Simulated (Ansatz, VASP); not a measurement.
**One calculation of Sr, two programs**

```
CELL_PARAMETERS angstrom
0.00000 2.75521 2.75521
2.75521 0.00000 2.75521
2.75521 2.75521 0.00000
ATOMIC_POSITIONS crystal
Sr 0.00000 0.00000 0.00000
```

Change from the starting cell: volume scaled by 0.76, LAPW.

Alike in both runs: task single point; functional PBE; k mesh 12 × 12 × 12; occupations fermi-dirac, width 0.08 eV; no spin polarisation.

|  | VASP | Ansatz |
| --- | --- | --- |
| version | VASP 6.6.1 | Ansatz 0.2.0 |
| potentials or method | VASP PAW PBE potentials, release 64 (Sr_sv), cutoff 520 eV | all-electron LAPW, scalar-relativistic |

|  | VASP | Ansatz | Ansatz less VASP |
| --- | --- | --- | --- |
| pressure (GPa) | 5.0 | 5.0 | -0.02 |

Ansatz ran all-electron here, and VASP with PAW potentials.
